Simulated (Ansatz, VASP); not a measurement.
## One calculation of CdS, two programs

Contents of POSCAR:

```
CdS
1.0
    0.0000000000      2.6970395763      2.6970395763
    2.6970395763      0.0000000000      2.6970395763
    2.6970395763      2.6970395763      0.0000000000
Cd S
1 1
Direct
    0.0000000000      0.0000000000      0.0000000000
    0.5000000000      0.5000000000      0.5000000000
```

File INCAR.step1:

```
ALGO     = Normal         # electronic algorithm
EDIFF    = 1E-5           # SCF threshold, eV
ENCUT    = 520            # plane-wave cutoff, eV
GGA      = PE             # functional
ISIF     = 2              # what is computed and relaxed
ISMEAR   = -1             # smearing method
LASPH    = T              # aspherical terms in the spheres
LCHARG   = F              # write CHGCAR
LREAL    = F              # projectors in reciprocal space
LWAVE    = T              # write WAVECAR
NBANDS   = 16             # bands
NELM     = 80             # most SCF steps
PREC     = Accurate       # precision mode
SIGMA    = 0.05           # smearing width, eV
```

Contents of INCAR.step2:

```
ALGO     = Normal         # electronic algorithm
EDIFF    = 1E-6           # SCF threshold, eV
ENCUT    = 520            # plane-wave cutoff, eV
GGA      = PE             # functional
HFSCREEN = 0.2079         # screening, 1/A
ISIF     = 2              # what is computed and relaxed
ISMEAR   = -1             # smearing method
ISTART   = 1            
LASPH    = T              # aspherical terms in the spheres
LCHARG   = F              # write CHGCAR
LHFCALC  = T              # exact exchange
LREAL    = F              # projectors in reciprocal space
LWAVE    = F              # write WAVECAR
NBANDS   = 16             # bands
NELM     = 80             # most SCF steps
PREC     = Accurate       # precision mode
PRECFOCK = Normal       
SIGMA    = 0.05           # smearing width, eV
```

The input KPOINTS:

```
k-points
0
Gamma
  6 6 6
```

Contents of input:

```
crystal:
  lattice:
    - [0.0, 2.6970395763, 2.6970395763]
    - [2.6970395763, 0.0, 2.6970395763]
    - [2.6970395763, 2.6970395763, 0.0]
  atoms:
    - { symbol: Cd, position: [0.0, 0.0, 0.0] }
    - { symbol: S, position: [0.5, 0.5, 0.5] }
hamiltonian:
  xc: hse06
  pseudopotentials: { kind: paw }
kpoints:
  mp_grid: { grid: [6, 6, 6] }
scf:
  occupations: { method: fermi_dirac, width: 0.05 }
output:
  forces: true
  stress: true
  eigenvalues: true
```

Alike in both runs: task single point; functional HSE06; k mesh 6 × 6 × 6; occupations fermi-dirac, width 0.05 eV; no spin polarisation.

|  | VASP | Ansatz |
| --- | --- | --- |
| version | VASP 6.6.1 | Ansatz 0.2.0 |
| potentials or method | VASP PAW PBE potentials, release 64 (Cd, S) | Ansatz PAW |
| plane-wave cutoff (eV) | 520 | 420 |
| valence electrons in the cell | 18 | 26 |

VASP gave:

| Item | Value |
| --- | --- |
| gap on the k mesh at the Fermi level (eV) | 1.23 |
| least direct gap on the mesh (eV) | 3.00 |
| pressure (GPa) | 3.3 |

Problem. Which values does Ansatz return?

Solution. gap on the k mesh at the Fermi level (eV): 1.25; least direct gap on the mesh (eV): 3.03; pressure (GPa): 2.9.

VASP's potentials hold 18 valence electrons a cell and Ansatz's 26, so a difference there can come from the potentials and not from the codes.
